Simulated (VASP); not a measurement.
# ZnS: single point with r2SCAN

The system is ZnS.

```
Zn S
1.0
     3.73478    0.00000    0.00000
    -1.86739    3.30042    0.00000
     0.00000    0.00000    6.23400
Zn S
2 2
Cartesian
  0.0000 2.2003 0.0000
  1.8674 1.1001 3.1170
  0.0000 2.2003 2.4001
  1.8674 1.1001 5.5171
```

This cell differs from its parent crystal: strain -0.0200 x Voigt [1, 0, 0, 0, 0, 0].

* Program: VASP 6.6.1
* Task: single point
* Functional: r2SCAN
* Potentials or basis: VASP PAW PBE potentials, release 64 (Zn, S)
* Cutoff: 520 eV
* k mesh: 6 × 6 × 4
* Occupations: gaussian, width 0.05 eV
* Spin: no spin polarisation

```
Pressure               : 2.0 GPa
Largest force          : 0.432 eV/Å
Band gap on the k mesh : 2.87 eV, direct
```

Forces on the atoms (eV/Å):
```
Zn   0.000  0.115  0.402
Zn   0.000 -0.115  0.402
S    0.000  0.158 -0.402
S    0.000 -0.158 -0.402
```

Stress tensor (GPa, compression positive):
```
 4.62  0.00  0.00
 0.00  1.93  0.00
 0.00  0.00 -0.47
```

Levels at points of the mesh, in eV from the valence-band top:
| k point | band 14 | band 15 | band 16 | band 17 | band 18 | band 19 | band 20 | band 21 | band 22 | band 23 |
| --- | --- | --- | --- | --- | --- | --- | --- | --- | --- | --- |
| (0.00, 0.00, 0.00) | -0.95 | -0.87 | -0.08 | -0.08 | 0.00 | 2.87 | 3.57 | 6.67 | 6.88 | 6.95 |
| (0.50, 0.00, 0.00) | -4.43 | -3.32 | -2.45 | -1.69 | -1.14 | 3.90 | 4.72 | 5.42 | 7.51 | 7.95 |
| (0.00, 0.50, 0.00) | -4.43 | -3.41 | -2.29 | -1.68 | -1.00 | 4.13 | 4.87 | 5.44 | 7.72 | 7.92 |
| (0.00, 0.00, 0.50) | -2.90 | -0.53 | -0.53 | -0.45 | -0.45 | 4.11 | 4.11 | 7.10 | 7.10 | 7.32 |
| (0.50, 0.00, 0.50) | -5.12 | -1.84 | -1.84 | -1.68 | -1.68 | 3.94 | 3.94 | 5.49 | 5.49 | 9.49 |
| (0.00, 0.50, 0.50) | -5.14 | -1.71 | -1.71 | -1.69 | -1.69 | 4.04 | 4.04 | 5.54 | 5.54 | 9.67 |

It took 3.7 min on 1 thread of Intel(R) Xeon(R) Platinum 8259CL CPU @ 2.50GHz (Skylake/Cascade Lake), with other jobs on the host, peak memory 0.24 GiB.

Caveat: the cell differs from its parent crystal (strain -0.0200 x Voigt [1, 0, 0, 0, 0, 0]); the PAW data sets were made with another functional, which shifts forces and pressure a little.
